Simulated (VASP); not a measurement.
# B4Ru (Im-3m) in VASP: further runs, part 2 of 2

VASP 6.6.1. Earlier steps stand in the parts before.

## 4. Relaxation of cell and atoms, PBE

Input file INCAR:

```
SYSTEM = B4Ru
ALGO = Normal
EDIFF = 1E-7
EDIFFG = -0.04
ENCUT = 600
GGA = PE
IBRION = 2
ISIF = 3
ISMEAR = 0
LASPH = .True.
LCHARG = .False.
LREAL = .False.
LWAVE = .False.
NELM = 60
NSW = 90
PREC = Accurate
SIGMA = 0.1
```

Input file KPOINTS:

```
k-points
0
Gamma
  6 6 6
  0 0 0
```

Input file POSCAR:

```
B4Ru
1.0
   -2.1973500900      2.1973500900      2.1973500900
    2.1973500900     -2.1973500900      2.1973500900
    2.1973500900      2.1973500900     -2.1973500900
B Ru
4 1
Direct
    0.5000000000      0.5000000000      0.5000000000
    0.5000000000      0.0000000000      0.0000000000
    0.0000000000      0.0000000000      0.5000000000
    0.0000000000      0.5000000000      0.0000000000
    0.0000000000      0.0000000000      0.0000000000
```

Potentials or basis: VASP PAW PBE potentials, release 64 (B, Ru_pv).

The run is started by

```console
cat potpaw_PBE.64/B/POTCAR potpaw_PBE.64/Ru_pv/POTCAR > POTCAR
mpirun -np 1 vasp_std > vasp.out
```

OUTCAR:

```text
SYSTEM = B4Ru
   EDIFF = 1E-7
   EDIFFG = -0.04
   ENCUT = 600
   GGA = PE
   IBRION = 2
   ISIF = 3
   ISMEAR = 0
   LASPH = .True.
   LREAL = .False.
   NELM = 60
   NSW = 90
   PREC = Accurate

 ion  position               nearest neighbor table
   1  0.500  0.500  0.500-   5 1.90   5 1.90
   2  0.500  0.000  0.000-   5 1.90   5 1.90
   3  0.000  0.000  0.500-   5 1.90   5 1.90
   4  0.000  0.500  0.000-   5 1.90   5 1.90
   5  0.000  0.000  0.000-   1 1.90   2 1.90   3 1.90   4 1.90   3 1.90   4 1.90   2 1.90   1 1.90

  LATTYP: Found a body centered cubic cell.
 ALAT       =     4.3947001800

  Lattice vectors:

 A1 = (  -2.1973500900,   2.1973500900,   2.1973500900)
 A2 = (   2.1973500900,  -2.1973500900,   2.1973500900)
 A3 = (   2.1973500900,   2.1973500900,  -2.1973500900)

Analysis of symmetry for initial positions (statically):
=====================================================================
 Subroutine PRICEL returns:
 Original cell was already a primitive cell.

 Routine SETGRP: Setting up the symmetry group for a
 body centered cubic supercell.

 Subroutine GETGRP returns: Found 48 space group operations
[... 149 lines left out ...]
  volume of cell :       42.44
 maximum number of plane-waves:      1464
   NGX = 15   NGY = 15   NGZ = 15

--------------------------------------- Ionic step        1  -------------------------------------------

 number of electron      26.0000006 magnetization

 Free energy of the ion-electron system (eV)
  ---------------------------------------------------
  ext. energy  EPLUGINS =         0.00000000
  ---------------------------------------------------
  free energy    TOTEN  =       -29.46790158 eV

  energy without entropy =      -29.46205241  energy(sigma->0) =      -29.46497700

------------------------ aborting loop because EDIFF is reached ----------------------------------------

  FORCE on cell =-STRESS in cart. coord.  units (eV):
  Direction    XX          YY          ZZ          XY          YZ          ZX
  --------------------------------------------------------------------------------------
  -------------------------------------------------------------------------------------
  Total       18.6647488     18.6647488     18.6647488     -0.0000000     -0.0000000      0.0000000
  in kB      704.6524594    704.6524594    704.6524594     -0.0000000     -0.0000000      0.0000000
  external PRESSURE =     704.6524594 kB  Pullay stress =       0.0000000 kB
[... 104 lines left out ...]
--------------------------------------- Ionic step        4  -------------------------------------------

 number of electron      25.9999995 magnetization

 Free energy of the ion-electron system (eV)
  ---------------------------------------------------
  ext. energy  EPLUGINS =         0.00000000
  ---------------------------------------------------
  free energy    TOTEN  =       -31.36319870 eV

  energy without entropy =      -31.35304231  energy(sigma->0) =      -31.35812050

 E-fermi :   6.9012     XC(G=0): -11.4253

 val. band max:        6.7769497523   @ k =   0.1667   0.1667   0.0000
 cond. band min:       6.9438618816   @ k =   0.3333   0.0000   0.0000
 fundamental gap:      0.1669121292
 Fermi energy:         6.9012304051

 k-point     1 :       0.0000    0.0000    0.0000
  band No.  band energies     occupation
      1     -37.4230      2.00000
      2     -37.4230      2.00000
      3     -37.4230      2.00000
      4      -5.6012      2.00000
      5      -0.1292      2.00000
      6      -0.1292      2.00000
[... 341 lines left out ...]
  FREE ENERGIE OF THE ION-ELECTRON SYSTEM (eV)
  ---------------------------------------------------
  free  energy   TOTEN  =       -31.3631987009 eV

  energy  without entropy=      -31.3530423058  energy(sigma->0) =      -31.35812050

 reached required accuracy - stopping structural energy minimisation
```

OSZICAR:

```text
N       E                     dE             d eps       ncg     rms          rms(c)
DAV:   1     0.189221190168E+03    0.18922E+03   -0.15563E+04   544   0.166E+03
DAV:   2    -0.254737827776E+02   -0.21469E+03   -0.21186E+03   652   0.401E+02
DAV:   3    -0.311316170729E+02   -0.56578E+01   -0.55997E+01   689   0.620E+01
[... 52 lines left out ...]
DAV:   5    -0.313631912596E+02   -0.22935E-04   -0.17407E-04   633   0.119E-01    0.677E-02
DAV:   6    -0.313631989677E+02   -0.77080E-05   -0.53447E-05   661   0.620E-02    0.365E-03
DAV:   7    -0.313631989355E+02    0.32184E-07   -0.24542E-06   695   0.131E-02    0.218E-03
DAV:   8    -0.313631987328E+02    0.20267E-06   -0.19542E-07   330   0.379E-03    0.145E-03
DAV:   9    -0.313631987009E+02    0.31929E-07   -0.27549E-08   273   0.176E-03
   4 F= -.31363199E+02 E0= -.31358121E+02  d E =-.189530E+01
```

Wall time 50 s (1 thread of Intel Xeon 6975P-C, shared host); peak memory 0.18 GiB.

Results:

```yaml
Free_energy: -31.3632 eV
Relaxed_volume: 10.57 Å³/atom
Relaxed_cell: a = 4.095 Å, b = 4.095 Å, c = 4.095 Å, α = 109.47°, β = 109.47°, γ = 109.47°
Space_group_after_relaxing_to_0.05_Å: Im-3m (No. 229)
Energy_gained_by_relaxing: 379.1 meV/atom
Ionic_steps: 4
Pressure_after_relaxing: -0.5 GPa
Band_gap_on_the_k_mesh: zero (band 13 reaches 7.41 eV, above the bottom of band 14 at 4.46 eV)
```

The path:
```csv
step,energy change (eV),largest force (eV/Å),pressure (GPa),volume (Å³)
1,0.0000,0.0000,70.47,42.44
2,0.3431,0.0000,-32.99,69.74
3,-1.8907,0.0000,-2.44,53.36
4,-1.8953,0.0000,-0.55,52.87
```

Final structure:
```cif
data_structure
_symmetry_space_group_name_H-M 'P 1'
_symmetry_Int_Tables_number 1
_cell_length_a 4.0952
_cell_length_b 4.0952
_cell_length_c 4.0952
_cell_angle_alpha 109.471
_cell_angle_beta 109.471
_cell_angle_gamma 109.471
_cell_volume 52.87
loop_
_atom_site_label
_atom_site_type_symbol
_atom_site_fract_x
_atom_site_fract_y
_atom_site_fract_z
_atom_site_occupancy
B1 B 0.50000 0.50000 0.50000 1
B2 B 0.50000 0.00000 0.00000 1
B3 B 0.00000 0.00000 0.50000 1
B4 B 0.00000 0.50000 0.00000 1
Ru1 Ru 0.00000 0.00000 0.00000 1
```

Caveat: the volume moved by over 15 % at a fixed basis, so the end points are rough.

## 5. Single point, PBE

This run uses another cell than the first one, of 10.55 Å³/atom, 1.243 times its volume.

Input file INCAR:

```
SYSTEM = B4Ru
  ALGO = Normal
  EDIFF = 1E-7
  ENCUT = 520
  GGA = PE
  ISIF = 2
  ISMEAR = 0
  LASPH = .True.
  LCHARG = .True.
  LELF = .True.
  LREAL = .False.
  LVHAR = .True.
  LWAVE = .False.
  NBANDS = 21
  NELM = 100
  PREC = Accurate
  SIGMA = 0.1
```

Input file KPOINTS:

```
k-points
0
Gamma
  12 12 12
  0 0 0
```

POSCAR, as its differences from that of step 4:

```diff
@@ -2,5 +2,5 @@
 1.0
-   -2.1973500900      2.1973500900      2.1973500900
-    2.1973500900     -2.1973500900      2.1973500900
-    2.1973500900      2.1973500900     -2.1973500900
+   -2.3623720175      2.3623720175      2.3623720175
+    2.3623720175     -2.3623720175      2.3623720175
+    2.3623720175      2.3623720175     -2.3623720175
 B Ru
```

The run is started by

```console
cat potpaw_PBE.64/B/POTCAR potpaw_PBE.64/Ru_pv/POTCAR > POTCAR
mpirun -np 1 vasp_std > vasp.out
```

It took 58 s on 1 thread of Intel Xeon 6975P-C, shared host; peak memory 0.22 GiB.

It converged, with:

```yaml
Free_energy: -31.3721 eV
Pressure: 0.0 GPa
Band_gap_on_the_k_mesh: zero (band 13 reaches 8.46 eV, above the bottom of band 14 at 4.48 eV)
```

Levels at points of the mesh, in eV from the Fermi level:
```tsv
k point	band 9	band 10	band 11	band 12	band 13	band 14	band 15	band 16	band 17	band 18
(0.00, 0.00, 0.00)	-3.54	-2.43	-2.43	-2.43	-2.42	-2.42	-2.42	4.12	4.12	4.12
(0.50, 0.00, 0.00)	-4.69	-4.66	-4.36	-3.21	0.33	1.31	1.46	2.22	2.97	3.18
(0.50, 0.50, 0.50)	-6.53	-6.28	-6.28	-6.28	0.56	0.56	2.63	3.80	3.80	3.80
```

## 6. Relaxation of cell and atoms, PBE

This run uses another cell than the first one, of 10.55 Å³/atom, 1.243 times its volume.

Input file INCAR:

```
SYSTEM = B4Ru
PREC     = Accurate       ! precision mode
ENCUT    = 600            ! plane-wave cutoff, eV
EDIFF    = 1E-6           ! SCF threshold, eV
ISMEAR   = 0              ! smearing method
SIGMA    = 0.1            ! smearing width, eV
LREAL    = .FALSE.        ! projectors in reciprocal space
LASPH    = .TRUE.         ! aspherical terms in the spheres
NELM     = 60             ! most SCF steps
ALGO     = Normal         ! electronic algorithm
ISIF     = 3              ! what is computed and relaxed
LWAVE    = .FALSE.        ! write WAVECAR
LCHARG   = .FALSE.        ! write CHGCAR
GGA      = PE             ! functional
IBRION   = 2              ! ionic algorithm
NSW      = 100            ! ionic steps
EDIFFG   = -0.01          ! ionic threshold
```

Input file KPOINTS:

```
Automatic mesh
0
G
  12 12 12
  0 0 0
```

POSCAR is that of step 5.

Potentials or basis: VASP PAW PBE potentials, release 64 (B, Ru_pv).

The run is started by

```console
cat potpaw_PBE.64/B/POTCAR potpaw_PBE.64/Ru_pv/POTCAR > POTCAR
mpirun -np 1 vasp_std > vasp.out
```

Wall time 75 s (1 thread of Intel Xeon 6975P-C, shared host); peak memory 0.25 GiB.

The run converged. Its results:

| Quantity | Value |
| --- | --- |
| Free energy | -31.3737 eV |
| Pressure after relaxing | 0.0 GPa |
| Band gap on the k mesh | zero (band 13 reaches 8.45 eV, above the bottom of band 14 at 4.48 eV) |

Final structure:
```cif
data_structure
_symmetry_space_group_name_H-M 'P 1'
_symmetry_Int_Tables_number 1
_cell_length_a 4.0917
_cell_length_b 4.0917
_cell_length_c 4.0917
_cell_angle_alpha 109.471
_cell_angle_beta 109.471
_cell_angle_gamma 109.471
_cell_volume 52.74
loop_
_atom_site_label
_atom_site_type_symbol
_atom_site_fract_x
_atom_site_fract_y
_atom_site_fract_z
_atom_site_occupancy
B1 B 0.50000 0.50000 0.50000 1
B2 B 0.50000 0.00000 0.00000 1
B3 B 0.00000 0.00000 0.50000 1
B4 B 0.00000 0.50000 0.00000 1
Ru1 Ru 0.00000 0.00000 0.00000 1
```

Levels at points of the mesh, in eV from the Fermi level:
| k point | band 11 | band 12 | band 13 | band 14 | band 15 | band 16 |
| --- | --- | --- | --- | --- | --- | --- |
| (0.00, 0.00, 0.00) | -2.43 | -2.43 | -2.42 | -2.42 | -2.42 | 4.12 |
| (0.50, 0.00, 0.00) | -4.36 | -3.21 | 0.33 | 1.31 | 1.46 | 2.22 |
| (0.50, 0.50, 0.50) | -6.28 | -6.28 | 0.56 | 0.56 | 2.63 | 3.80 |

Caveat: the relaxation stopped at its first step, so nothing moved.

## 7. Summary

```csv
task,cell,k mesh,cutoff (eV),gap on the mesh (eV),pressure (GPa)
single point,"a = 3.806 Å, angles 109.5°, 5 atoms",6 × 6 × 6,520,none,70.5
single point,"a = 4.092 Å, angles 109.5°, 5 atoms",6 × 6 × 6,520,none,0.0
relaxation of cell and atoms,"relaxed from a = 3.806 Å, angles 109.5°, 5 atoms",6 × 6 × 6,600,none,-0.5
single point,"a = 4.092 Å, angles 109.5°, 5 atoms",12 × 12 × 12,520,none,0.0
relaxation of cell and atoms,"relaxed from a = 4.092 Å, angles 109.5°, 5 atoms",12 × 12 × 12,600,none,0.0
```

Alike in all rows: level PBE; potentials or basis VASP PAW PBE potentials, release 64 (B, Ru_pv); no spin polarisation; smearing gaussian 0.1 eV.

Caveats: the volume moved by over 15 % at a fixed basis, so the end points are rough (some runs); the relaxation stopped at its first step, so nothing moved (some runs).

Total energies depend on the potentials used, so only differences within one code and one set of settings carry meaning.
